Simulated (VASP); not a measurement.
# BeZnTeO (P-6m2) in VASP: notebook

The runs below take BeZnTeO through single point, with PBE.

Program: VASP 6.6.1. These are calculated values, not measurements. Logs are shortened: lines on timing, memory, paths and dates and some standing lists are left out, and cuts for length are marked.

### Step 1. The cell of the first run

The structure is hexagonal, space group P-6m2 (No. 187). Conventional cell: a = 3.792 Å, b = 3.792 Å, c = 5.313 Å, α = 90.00°, β = 90.00°, γ = 120.00°. Be (site symmetry -6m2) has 3 O at 2.19 Å and 3 Zn at 2.19 Å and 2 Te at 2.66 Å within 2.9 Å. Within 2.9 Å of Zn (site symmetry -6m2) lie 3 Be at 2.19 Å and 3 O at 2.19 Å. Within 3.5 Å of Te (site symmetry -6m2) lie 2 Be at 2.66 Å and 6 O at 3.44 Å and 6 Zn at 3.44 Å. O (site symmetry -6m2) has 3 Be at 2.19 Å and 3 Zn at 2.19 Å within 2.9 Å.

### Step 2. Single point, PBE

Contents of INCAR:

```
PREC = Accurate
ENCUT = 520
EDIFF = 1E-6
ISMEAR = 0
SIGMA = 0.1
LREAL = F
LASPH = T
NELM = 80
ALGO = Normal
ISIF = 2
LWAVE = F
LCHARG = F
GGA = PE
NBANDS = 21
```

Contents of KPOINTS:

```
Automatic mesh
0
Gamma
  6 6 4
```

Contents of POSCAR:

```
BeZnTeO
1.0
    3.7924252621      0.0000000000      0.0000000000
   -1.8962126311      3.2843366190      0.0000000000
    0.0000000000      0.0000000000      5.3133397205
Be Zn Te O
1 1 1 1
Direct
    0.6666666667      0.3333333333      0.5000000000
    0.0000000000      0.0000000000      0.5000000000
    0.6666666667      0.3333333333      0.0000000000
    0.3333333333      0.6666666667      0.5000000000
```

Potentials or basis: VASP PAW PBE potentials, release 64 (Be, Zn, Te, O).

The run is started by

```console
$ cat potpaw_PBE.64/Be/POTCAR potpaw_PBE.64/Zn/POTCAR potpaw_PBE.64/Te/POTCAR potpaw_PBE.64/O/POTCAR > POTCAR
$ mpirun -np 1 vasp_std > vasp.out
```

OUTCAR:

```text
PREC = Accurate
   ENCUT = 520
   EDIFF = 1E-6
   ISMEAR = 0
   LREAL = F
   LASPH = T
   NELM = 80
   ISIF = 2
   GGA = PE

 ion  position               nearest neighbor table
   1  0.667  0.333  0.500-   2 2.19   2 2.19   2 2.19   3 2.66   3 2.66
   2  0.000  0.000  0.500-   1 2.19   4 2.19   1 2.19   4 2.19   1 2.19   4 2.19
   3  0.667  0.333  0.000-   1 2.66   1 2.66
   4  0.333  0.667  0.500-   2 2.19   2 2.19   2 2.19

  LATTYP: Found a hexagonal cell.
 ALAT       =     3.7924252621
 C/A-ratio  =     1.4010400610

  Lattice vectors:

 A1 = (   3.7924252621,   0.0000000000,   0.0000000000)
 A2 = (  -1.8962126311,   3.2843366190,   0.0000000000)
 A3 = (   0.0000000000,   0.0000000000,   5.3133397205)

Analysis of symmetry for initial positions (statically):
=====================================================================
 Subroutine PRICEL returns:
 Original cell was already a primitive cell.

 Routine SETGRP: Setting up the symmetry group for a
 hexagonal supercell.

 Subroutine GETGRP returns: Found 12 space group operations
 (whereof 12 operations were pure point group operations)
 out of a pool of 24 trial point group operations.

The static configuration has the point symmetry D_3h.

Analysis of symmetry for dynamics (positions and initial velocities):
=====================================================================
 Subroutine PRICEL returns:
 Original cell was already a primitive cell.

 Routine SETGRP: Setting up the symmetry group for a
 hexagonal supercell.

 Subroutine GETGRP returns: Found 12 space group operations
 (whereof 12 operations were pure point group operations)
 out of a pool of 24 trial point group operations.

The dynamic configuration has the point symmetry D_3h.

 Subroutine INISYM returns: Found 12 space group operations
 (whereof 12 operations are pure point group operations),
 and found     1 'primitive' translations

----------------------------------------------------------------------------------------

                                     Primitive cell

  volume of cell :      66.1808

  direct lattice vectors                    reciprocal lattice vectors
     3.792425262  0.000000000  0.000000000     0.263683509  0.152237745  0.000000000
    -1.896212631  3.284336619  0.000000000     0.000000000  0.304475490  0.000000000
     0.000000000  0.000000000  5.313339721     0.000000000  0.000000000  0.188205545

  length of vectors
     3.792425262  3.792425262  5.313339721     0.304475490  0.304475490  0.188205545

  position of ions in fractional coordinates (direct lattice)
     0.666666667  0.333333333  0.500000000
     0.000000000  0.000000000  0.500000000
     0.666666667  0.333333333  0.000000000
     0.333333333  0.666666667  0.500000000

  ion indices of the primitive-cell ions
   primitive index   ion index
                 1           1
                 2           2
                 3           3
                 4           4

----------------------------------------------------------------------------------------

 KPOINTS: Automatic mesh

Automatic generation of k-mesh.
 Grid dimensions read from file:
 generate k-points for:    6    6    4

 Generating k-lattice:

  Cartesian coordinates                     Fractional coordinates (reciprocal lattice)
     0.043947251  0.025372957  0.000000000     0.166666667  0.000000000  0.000000000
     0.000000000  0.050745915  0.000000000     0.000000000  0.166666667  0.000000000
     0.000000000  0.000000000  0.047051386     0.000000000  0.000000000  0.250000000

  Length of vectors
     0.050745915  0.050745915  0.047051386

  Shift w.r.t. Gamma in fractional coordinates (k-lattice)
     0.000000000  0.000000000  0.000000000

 Subroutine IBZKPT returns following result:
 ===========================================

 Found     21 irreducible k-points:

 Following reciprocal coordinates:
            Coordinates               Weight
  0.000000  0.000000  0.000000      1.000000
  0.166667  0.000000  0.000000      6.000000
  0.333333  0.000000  0.000000      6.000000
  0.500000  0.000000  0.000000      3.000000
  0.166667  0.166667  0.000000      6.000000
  0.333333  0.166667  0.000000     12.000000
[... 13 lines left out ...]
  0.333333  0.166667  0.500000     12.000000
  0.333333  0.333333  0.500000      2.000000
   k-points           NKPTS =     21   k-points in BZ     NKDIM =     21   number of bands    NBANDS=     21
   number of dos      NEDOS =    301   number of ions     NIONS =      4
   total plane-waves  NPLWV =  31360
   dimension x,y,z NGX =    28 NGY =   28 NGZ =   40
   dimension x,y,z NGXF=    56 NGYF=   56 NGZF=   80
   ions per type =               1   1   1   1
   NGX,Y,Z   is equivalent  to a cutoff of  12.27, 12.27, 12.52 a.u.
   NGXF,Y,Z  is equivalent  to a cutoff of  24.55, 24.55, 25.03 a.u.
 SYSTEM =  unknown system
   PREC   = accura    normal or accurate (medium, high low for compatibility)
   ISTART =      0    job   : 0-new  1-cont  2-samecut
   ICHARG =      2    charge: 1-file 2-atom 10-const
   ISPIN  =      1    spin polarized calculation?
   LNONCOLLINEAR =      F non collinear calculations
   LSORBIT =      F    spin-orbit coupling
   LASPH  =      T    aspherical Exc in radial PAW
   ENCUT  =  520.0 eV  38.22 Ry    6.18 a.u.   7.05  7.05  9.88*2*pi/ulx,y,z
   NELM   =     80;   NELMIN=  2; NELMDL= -5     # of ELM steps
   EDIFF  = 0.1E-05   stopping-criterion for ELM
   LREAL  =      F    real-space projection
   EDIFFG = 0.1E-04   stopping-criterion for IOM
   NSW    =      0    number of steps for IOM
   IBRION =     -1    ionic relax: 0-MD 1-quasi-New 2-CG
   NFREE  =      0    steps in history (QN), initial steepest desc. (CG)
   ISIF   =      2    stress and relaxation
   ISYM   =      2    0-nonsym 1-usesym 2-fastsym
   POTIM  = 0.5000    time-step for ionic-motion
   TEBEG  =    0.0;   TEEND  =   0.0 temperature during run
   PSTRESS=    0.0 pullay stress
   NELECT =      26.0000    total number of electrons
   NUPDOWN=      -1.0000    fix difference up-down
   EMIN   =  10.00;   EMAX   =-10.00  energy-range for DOS
   EFERMI =   0.00;   METHOD = LEGACY
   ISMEAR =     0;   SIGMA  =   0.10  broadening in eV -4-tet -1-fermi 0-gaus
   EFERMI_NEDOS =   21; number of points for ismear=-14 and -15
   IALGO  =     38    algorithm
   IMIX   =      4    mixing-type and parameters
     AMIX     =   0.40;   BMIX     =  1.00
     AMIX_MAG =   1.60;   BMIX_MAG =  1.00
  volume/ion in A,a.u.               =      16.55       111.65
  Fermi-wavevector in a.u.,A,eV,Ry     =   1.199007  2.265795 19.559990  1.437619
  Thomas-Fermi vector in A             =   2.334881
   LORBIT       =      0    0 simple, 1 ext, 2 COOP (PROOUT), +10 PAW based schemes
   GGA     = PE    functional components
   LHFCALC =     F    Hartree Fock is set to
   AEXX    =    0.0000 exact exchange contribution
   IVDW    =     0    specifies the selected vdW correction
   LEPSILON=     F    determine dielectric tensor
   LRPA    =     F    only Hartree local field effects (RPA)
 non-spin polarized calculation
 Gauss-broadening in eV      SIGMA  =   0.10
  energy-cutoff  :      520.00
  volume of cell :       66.18
 maximum number of plane-waves:      1797
   NGX = 15   NGY = 15   NGZ = 19

 number of electron      26.0000015 magnetization

 Free energy of the ion-electron system (eV)
  ---------------------------------------------------
  ext. energy  EPLUGINS =         0.00000000
  ---------------------------------------------------
  free energy    TOTEN  =       -12.37700716 eV

  energy without entropy =      -12.36575423  energy(sigma->0) =      -12.37138070

 E-fermi :   4.7353     XC(G=0): -10.1254

 val. band max:        4.7075728238   @ k =   0.1667   0.1667   0.0000
 cond. band min:       4.7639128005   @ k =   0.5000   0.0000   0.2500
 fundamental gap:      0.0563399767
 Fermi energy:         4.7352660366

 k-point     1 :       0.0000    0.0000    0.0000
  band No.  band energies     occupation
      1     -13.9996      2.00000
      2      -6.7347      2.00000
      3      -3.7330      2.00000
      4      -3.7330      2.00000
      5      -2.8760      2.00000
      6      -2.8759      2.00000
[... 13 lines left out ...]
     20      13.7647      0.00000
     21      13.7647      0.00000

 k-point     2 :       0.1667    0.0000    0.0000
  band No.  band energies     occupation
      1     -13.9379      2.00000
      2      -6.5606      2.00000
      3      -3.7019      2.00000
      4      -3.6236      2.00000
      5      -2.9576      2.00000
      6      -2.8809      2.00000
[... 13 lines left out ...]
     20      12.9304      0.00000
     21      14.3585      0.00000

 k-point     3 :       0.3333    0.0000    0.0000
  band No.  band energies     occupation
      1     -13.8097      2.00000
      2      -6.1552      2.00000
      3      -3.5613      2.00000
      4      -3.3549      2.00000
      5      -3.0715      2.00000
      6      -2.9020      2.00000
[... 13 lines left out ...]
     20      13.5153      0.00000
     21      14.7112      0.00000
[... 385 lines left out ...]
 k-point    20 :       0.3333    0.1667    0.5000
  band No.  band energies     occupation
      1     -13.7393      2.00000
      2      -5.7319      2.00000
      3      -3.7284      2.00000
      4      -3.1587      2.00000
      5      -3.0618      2.00000
      6      -2.9898      2.00000
[... 13 lines left out ...]
     20      13.5525      0.00000
     21      13.8452      0.00000

 k-point    21 :       0.3333    0.3333    0.5000
  band No.  band energies     occupation
      1     -13.7070      2.00000
      2      -5.5466      2.00000
      3      -3.4499      2.00000
      4      -3.2903      2.00000
      5      -3.0386      2.00000
      6      -2.9439      2.00000
[... 13 lines left out ...]
     20      14.0578      0.00000
     21      14.8203      0.00000

------------------------ aborting loop because EDIFF is reached ----------------------------------------

  FORCE on cell =-STRESS in cart. coord.  units (eV):
  Direction    XX          YY          ZZ          XY          YZ          ZX
  --------------------------------------------------------------------------------------
  -------------------------------------------------------------------------------------
  Total        0.0975774      0.0975774      0.0764067     -0.0000000     -0.0000000      0.0000000
  in kB        2.3622595      2.3622595      1.8497349     -0.0000000     -0.0000000      0.0000000
  external PRESSURE =       2.1914180 kB  Pullay stress =       0.0000000 kB

 VOLUME and BASIS-vectors are now :
 -----------------------------------------------------------------------------
  energy-cutoff  :      520.00
  volume of cell :       66.18
      direct lattice vectors                 reciprocal lattice vectors
     3.792425262  0.000000000  0.000000000     0.263683509  0.152237745  0.000000000
    -1.896212631  3.284336619  0.000000000     0.000000000  0.304475490  0.000000000
     0.000000000  0.000000000  5.313339721     0.000000000  0.000000000  0.188205545

 POSITION                                       TOTAL-FORCE (eV/Angst)
 -----------------------------------------------------------------------------------
      1.89621      1.09478      2.65667         0.000000      0.000000      0.000000
      0.00000      0.00000      2.65667         0.000000     -0.000000      0.000000
      1.89621      1.09478      0.00000         0.000000      0.000000      0.000000
     -0.00000      2.18956      2.65667        -0.000000      0.000000      0.000000
 -----------------------------------------------------------------------------------
    total drift:                               -0.000000      0.000000     -0.000000

  FREE ENERGIE OF THE ION-ELECTRON SYSTEM (eV)
  ---------------------------------------------------
  free  energy   TOTEN  =       -12.3770071577 eV

  energy  without entropy=      -12.3657542346  energy(sigma->0) =      -12.37138070
```

It took 20 s on 1 thread of Intel Xeon Platinum 8488C (Sapphire Rapids), shared host; peak memory 0.2 GiB.

Results:

```yaml
Free_energy: -12.3770 eV
Pressure: 0.2 GPa
Band_gap_on_the_k_mesh: zero (band 13 reaches 5.88 eV, above the bottom of band 14 at 4.67 eV)
```

Caveat: spin-orbit coupling is left out, which moves the levels of the heavy elements.

### Step 3. Single point, PBE

This run uses another cell than the first one, of 20.17 Å³/atom, 1.219 times its volume.

Contents of INCAR:

```
PREC = Accurate ; ENCUT = 520
EDIFF = 1E-6 ; ISMEAR = 0
SIGMA = 0.1 ; LREAL = F
LASPH = T ; NELM = 60
ALGO = Normal ; ISIF = 2
LWAVE = F ; LCHARG = F
GGA = PE ; NBANDS = 21
```

KPOINTS is that of step 2.

Contents of POSCAR:

```
BeZnTeO
1.0
    4.7067154200      0.0000000000      0.0000000000
   -2.3533577100      4.0761351200      0.0000000000
    0.0000000000      0.0000000000      4.2047799500
Be Zn Te O
1 1 1 1
Direct
    0.6666666700      0.3333333300      0.5000000000
    0.0000000000      0.0000000000      0.5000000000
    0.6666666700      0.3333333300      0.0000000000
    0.3333333300      0.6666666700      0.5000000000
```

Potentials or basis: VASP PAW PBE potentials, release 64 (Be, Zn, Te, O).

The run is started by

```console
$ cat potpaw_PBE.64/Be/POTCAR potpaw_PBE.64/Zn/POTCAR potpaw_PBE.64/Te/POTCAR potpaw_PBE.64/O/POTCAR > POTCAR
$ mpirun -np 1 vasp_std > vasp.out
```

It took 27 s on 1 thread of Intel Xeon Platinum 8488C (Sapphire Rapids), shared host; peak memory 0.21 GiB.

Results (log left out):

```yaml
Free_energy: -10.7649 eV
Pressure: -2.9 GPa
Band_gap_on_the_k_mesh: zero (band 13 reaches 2.81 eV, above the bottom of band 14 at 2.02 eV)
```

Stress tensor (GPa, compression positive):
```
-12.05   0.00   0.00
  0.00 -12.05   0.00
  0.00   0.00  15.39
```

Levels at points of the mesh, in eV from the Fermi level:
```tsv
k point	band 9	band 10	band 11	band 12	band 13	band 14	band 15	band 16	band 17	band 18
(0.00, 0.00, 0.00)	-2.26	-2.26	-1.62	-1.12	-1.12	-0.44	2.78	4.64	4.64	6.66
(0.50, 0.00, 0.00)	-4.02	-3.37	-1.41	-0.71	-0.07	1.43	2.50	4.82	4.99	5.36
(0.00, 0.00, 0.50)	-1.53	-1.53	-0.96	-0.61	-0.61	0.80	1.62	1.62	3.02	6.90
(0.50, 0.00, 0.50)	-2.87	-2.76	-2.24	-0.93	-0.28	0.29	2.75	4.27	4.37	6.92
```

Caveat: the k points lie up to 0.37 Å⁻¹ apart; spin-orbit coupling is left out, which moves the levels of the heavy elements.
